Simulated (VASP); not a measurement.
The system is PrBe3Si.

```
CELL_PARAMETERS angstrom
-1.90181 1.90181 4.42498
1.90181 -1.90181 4.42498
1.90181 1.90181 -4.42498
ATOMIC_POSITIONS crystal
Pr 0.00438 0.00438 0.00000
Be 0.42686 0.42686 0.00000
Be 0.26104 0.76104 0.50000
Be 0.76104 0.26104 0.50000
Si 0.66168 0.66168 0.00000
```

The cell was generated, and may not be a known phase.

| Property | Result |
| --- | --- |
| Program | VASP 6.6.1 |
| Task | relaxation of cell and atoms |
| Functional | PBE |
| Potentials or basis | VASP PAW PBE potentials, release 64 (Pr_3, Be, Si), 4f in core |
| Cutoff | 600 eV |
| k mesh | 6 × 6 × 6 |
| Occupations | gaussian, width 0.2 eV |
| Spin | no spin polarisation |

At the start: pressure 22.3 GPa; volume 12.80 Å³/atom.

Question: Where does the relaxation end?

Answer: Over 9 steps the energy falls by 273.2 meV/atom and the volume is 14.70 Å³/atom (+14.8 %); space group I4mm (No. 107, to 0.1 Å) before and after.

Step by step:
```tsv
step	energy change (eV)	largest force (eV/Å)	pressure (GPa)	volume (Å³)
1	0.0000	2.9661	22.33	64.02
2	-1.0067	0.6103	-7.78	82.01
3	-1.1018	0.9953	-2.99	77.19
4	-1.2606	0.6827	-1.67	75.53
5	-1.3436	0.4109	0.56	73.45
6	-1.3439	0.4069	0.75	73.30
7	-1.3584	0.2252	-0.20	73.93
8	-1.3618	0.0829	-0.91	74.43
9	-1.3662	0.0571	0.25	73.48
```

Final structure:
```xyz
5
Lattice="-1.9670 1.9670 4.7478 1.9670 -1.9670 4.7478 1.9670 1.9670 -4.7478" Properties=species:S:1:pos:R:3 pbc="T T T"
Pr    0.0000    0.0000    0.2063
Be    0.0000    0.0000    3.7577
Be    1.9670    0.0000    2.6248
Be    0.0000    1.9670    2.6248
Si    1.9670    1.9670    1.3742
```

Caveat: the relaxation stopped at a loose force limit of 0.08 eV/Å, so its end isn't a converged minimum.
